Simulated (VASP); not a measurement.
# Ta2Si (I4/mcm) in VASP: notebook, part 2 of 2

VASP 6.6.1. The steps go on from the part before.

## 3. Single point, PBEsol (strain -0.040 along x and y, +0.080 along z)

INCAR

```
PREC     = Accurate       # precision mode
ENCUT    = 520            # plane-wave cutoff, eV
EDIFF    = 1E-6           # SCF threshold, eV
ISMEAR   = 0              # smearing method
SIGMA    = 0.15           # smearing width, eV
LREAL    = F              # projectors in reciprocal space
LASPH    = T              # aspherical terms in the spheres
NELM     = 60             # most SCF steps
ALGO     = Fast           # electronic algorithm
ISIF     = 2              # what is computed and relaxed
LWAVE    = F              # write WAVECAR
LCHARG   = F              # write CHGCAR
GGA      = PS             # functional
NBANDS   = 35             # bands
```

KPOINTS

```
Automatic mesh
0
Gamma
  12 12 12
```

POSCAR

```
Ta2Si
1.0
   -2.9456416507      2.9456416507      2.7214913103
    2.9456416507     -2.9456416507      2.7214913103
    2.9456416507      2.9456416507     -2.7214913103
Ta Si
4 2
Direct
    0.6630661939      0.8369338061      0.5000000000
    0.8369338061      0.3369338061      0.1738676123
    0.3369338061      0.1630661939      0.5000000000
    0.1630661939      0.6630661939      0.8261323878
    0.2500000000      0.2500000000      0.0000000000
    0.7500000000      0.7500000000      0.0000000000
```

Potentials or basis: VASP PAW PBE potentials, release 64 (Ta_pv, Si).

The run is started by

```
$ cat potpaw_PBE.64/Ta_pv/POTCAR potpaw_PBE.64/Si/POTCAR > POTCAR
$ mpirun -np 1 vasp_std > vasp.out
```

OUTCAR:

```text
PREC = Accurate
   ENCUT = 520
   EDIFF = 1E-6
   ISMEAR = 0
   LREAL = F
   LASPH = T
   NELM = 60
   ISIF = 2
   GGA = PS

 ion  position               nearest neighbor table
   1  0.663  0.837  0.500-   5 2.59   6 2.59   6 2.59   5 2.59   3 2.72   3 3.08   3 3.08   2 3.12
                             4 3.12   4 3.12   2 3.12   2 3.33   4 3.33   4 3.33   2 3.33
   2  0.837  0.337  0.174-   6 2.59   5 2.59   5 2.59   6 2.59   4 2.72   4 3.08   4 3.08   1 3.12
                             3 3.12   3 3.12   1 3.12   3 3.33   1 3.33   3 3.33   1 3.33
   3  0.337  0.163  0.500-   6 2.59   5 2.59   5 2.59   6 2.59   1 2.72   1 3.08   1 3.08   2 3.12
                             4 3.12   4 3.12   2 3.12   2 3.33   4 3.33   4 3.33   2 3.33
   4  0.163  0.663  0.826-   6 2.59   5 2.59   5 2.59   6 2.59   2 2.72   2 3.08   2 3.08   1 3.12
                             3 3.12   3 3.12   1 3.12   3 3.33   1 3.33   1 3.33   3 3.33
[... 1129 lines left out ...]
  in kB      109.1527341    109.1527341   -106.6236204      0.0000000     -0.0000000      0.0000000
  external PRESSURE =      37.2272826 kB  Pullay stress =       0.0000000 kB

 VOLUME and BASIS-vectors are now :
 -----------------------------------------------------------------------------
  energy-cutoff  :      520.00
  volume of cell :       94.46
      direct lattice vectors                 reciprocal lattice vectors
    -2.945641651  2.945641651  2.721491310     0.000000000  0.169742304  0.183722799
     2.945641651 -2.945641651  2.721491310     0.169742304  0.000000000  0.183722799
     2.945641651  2.945641651 -2.721491310     0.169742304  0.169742304  0.000000000

 POSITION                                       TOTAL-FORCE (eV/Angst)
 -----------------------------------------------------------------------------------
      1.98497      0.96067      2.72149        -0.075454      0.075454      0.000000
     -0.96067      1.98497      2.72149        -0.075454     -0.075454      0.000000
      0.96067      1.98497      0.00000         0.075454     -0.075454     -0.000000
      3.90631      0.96067      0.00000         0.075454      0.075454     -0.000000
      0.00000      0.00000      1.36075         0.000000     -0.000000      0.000000
      0.00000      0.00000      4.08224         0.000000      0.000000      0.000000
 -----------------------------------------------------------------------------------
    total drift:                               -0.000000     -0.000000      0.000000

  FREE ENERGIE OF THE ION-ELECTRON SYSTEM (eV)
  ---------------------------------------------------
  free  energy   TOTEN  =       -64.8276994738 eV

  energy  without entropy=      -64.8025481314  energy(sigma->0) =      -64.81512380
```

OSZICAR:

```text
N       E                     dE             d eps       ncg     rms          rms(c)
DAV:   1     0.454138140781E+03    0.45414E+03   -0.27881E+04 11410   0.150E+03
DAV:   2    -0.474539394722E+02   -0.50159E+03   -0.48940E+03 12519   0.430E+02
DAV:   3    -0.678354230578E+02   -0.20381E+02   -0.19750E+02 14494   0.775E+01
DAV:   4    -0.682526862510E+02   -0.41726E+00   -0.41395E+00 14097   0.104E+01
DAV:   5    -0.682598364984E+02   -0.71502E-02   -0.71374E-02 14227   0.132E+00    0.330E+01
RMM:   6    -0.652018205568E+02    0.30580E+01   -0.60080E+00 12398   0.110E+01    0.152E+01
RMM:   7    -0.648667875874E+02    0.33503E+00   -0.45522E+00 13208   0.839E+00    0.191E+00
RMM:   8    -0.648233567584E+02    0.43431E-01   -0.36013E-01 13670   0.279E+00    0.171E+00
RMM:   9    -0.648280825841E+02   -0.47258E-02   -0.83636E-02 14935   0.113E+00    0.654E-01
RMM:  10    -0.648279336861E+02    0.14890E-03   -0.19091E-02 14235   0.548E-01    0.258E-01
RMM:  11    -0.648278027579E+02    0.13093E-03   -0.54068E-03 14059   0.339E-01    0.264E-01
RMM:  12    -0.648276534810E+02    0.14928E-03   -0.15121E-03 14362   0.175E-01    0.630E-02
RMM:  13    -0.648276950698E+02   -0.41589E-04   -0.46188E-04 16174   0.787E-02    0.425E-02
RMM:  14    -0.648277002595E+02   -0.51897E-05   -0.50776E-05 15404   0.317E-02    0.299E-02
RMM:  15    -0.648276990211E+02    0.12384E-05   -0.11996E-05 12631   0.154E-02    0.764E-03
RMM:  16    -0.648276994738E+02   -0.45264E-06   -0.28278E-06 10612   0.786E-03
   1 F= -.64827699E+02 E0= -.64815124E+02  d E =-.251513E-01
```

Run time: 17 min. Hardware: 1 thread of Oxide Virtual Turin-like, shared host; peak memory 0.5 GiB.

Results:

```yaml
Free_energy: -64.8277 eV
Pressure: 3.7 GPa
Largest_force: 0.107 eV/Å
Band_gap_on_the_k_mesh: zero (band 26 reaches 7.96 eV, above the bottom of band 27 at 7.24 eV)
```

Forces in eV/Å, atoms in the order of the input:
```
Ta  -0.075  0.075  0.000
Ta  -0.075 -0.075  0.000
Ta   0.075 -0.075  0.000
Ta   0.075  0.075  0.000
Si   0.000  0.000  0.000
Si   0.000  0.000  0.000
```

Stress tensor (GPa, compression positive):
```
 10.92   0.00   0.00
  0.00  10.92   0.00
  0.00   0.00 -10.66
```

Caveat: the cell differs from its parent crystal (strain -0.040 along x and y, +0.080 along z); the PAW data sets were made with another functional, which shifts forces and pressure a little; spin-orbit coupling is left out, which moves the levels of the heavy elements.

## 4. Single point, PBEsol (strain -0.080 along x and y, +0.080 along z)

INCAR

```
PREC     = Accurate       # precision mode
ENCUT    = 520            # plane-wave cutoff, eV
EDIFF    = 1E-7           # SCF threshold, eV
ISMEAR   = 0              # smearing method
SIGMA    = 0.15           # smearing width, eV
LREAL    = False          # projectors in reciprocal space
LASPH    = True           # aspherical terms in the spheres
NELM     = 60             # most SCF steps
ALGO     = Fast           # electronic algorithm
ISIF     = 2              # what is computed and relaxed
LWAVE    = False          # write WAVECAR
LCHARG   = True           # write CHGCAR
GGA      = PS             # functional
LELF     = True           # ELF
LVHAR    = True         
NBANDS   = 35             # bands
```

KPOINTS

```
regular mesh
0
Gamma
  12 12 12
```

POSCAR, as its differences from that of step 3:

```diff
@@ -2,5 +2,5 @@
 1.0
-   -2.9456416507      2.9456416507      2.7214913103
-    2.9456416507     -2.9456416507      2.7214913103
-    2.9456416507      2.9456416507     -2.7214913103
+   -2.8229065819      2.8229065819      2.7214913103
+    2.8229065819     -2.8229065819      2.7214913103
+    2.8229065819      2.8229065819     -2.7214913103
 Ta Si
```

The run is started by

```
$ cat potpaw_PBE.64/Ta_pv/POTCAR potpaw_PBE.64/Si/POTCAR > POTCAR
$ mpirun -np 1 vasp_std > vasp.out
```

Run time: 18 min. Hardware: 1 thread of Oxide Virtual Turin-like, shared host; peak memory 0.45 GiB.

The run converged. Its results:

* Free energy: -63.6017 eV
* Pressure: 29.4 GPa
* Largest force: 0.084 eV/Å
* Band gap on the k mesh: zero (band 26 reaches 8.82 eV, above the bottom of band 27 at 7.87 eV)

Forces in eV/Å, atoms in the order of the input:
```
Ta  -0.059  0.059  0.000
Ta  -0.059 -0.059  0.000
Ta   0.059 -0.059  0.000
Ta   0.059  0.059  0.000
Si   0.000  0.000  0.000
Si   0.000  0.000  0.000
```

Stress tensor (GPa, compression positive):
```
42.03  0.00  0.00
 0.00 42.03  0.00
 0.00  0.00  4.29
```

Levels at points of the mesh, in eV from the Fermi level:
```
           k point  band 22  band 23  band 24  band 25  band 26  band 27  band 28  band 29  band 30  band 31
(0.00, 0.00, 0.00)    -2.16    -2.16    -1.61    -1.36     0.52     0.74     2.35     2.45     2.45     2.54
(0.50, 0.00, 0.00)    -2.42    -1.68    -1.68    -0.68    -0.68     0.67     0.67     2.16     2.16     3.11
(0.50, 0.50, 0.00)    -2.33    -2.10    -0.97    -0.71    -0.36     0.95     1.13     1.23     1.51     2.58
(0.50, 0.50, 0.50)    -1.68    -1.10    -0.65    -0.65    -0.53     0.25     0.55     0.82     0.82     0.86
```

Caveat: the cell differs from its parent crystal (strain -0.080 along x and y, +0.080 along z); the PAW data sets were made with another functional, which shifts forces and pressure a little; spin-orbit coupling is left out, which moves the levels of the heavy elements.

## 5. Overview

| cell | further INCAR settings | gap on the mesh (eV) | pressure (GPa) | largest force (eV/Å) |
| --- | --- | --- | --- | --- |
| a = 4.968 Å, angles 103.7, 103.7, 121.7°, 6 atoms | ALGO = Fast; EDIFF = 1e-06; NBANDS = 35 | none | 10.6 | 0.17 |
| a = 4.976 Å, angles 107.4, 107.4, 113.7°, 6 atoms | ALGO = Fast; EDIFF = 1e-06; NBANDS = 35 | none | 3.7 | 0.11 |
| a = 4.832 Å, angles 108.5, 108.5, 111.4°, 6 atoms | ALGO = Fast; EDIFF = 1e-07; NBANDS = 35 | none | 29.4 | 0.08 |

Alike in all rows: task single point; level PBEsol; potentials or basis VASP PAW PBE potentials, release 64 (Ta_pv, Si); no spin polarisation; k mesh 12 × 12 × 12; cutoff (eV) 520; smearing gaussian 0.15 eV.

Caveats: the PAW data sets were made with another functional, which shifts forces and pressure a little; spin-orbit coupling is left out, which moves the levels of the heavy elements.

Absolute energies hang on the potentials; compare differences alone.
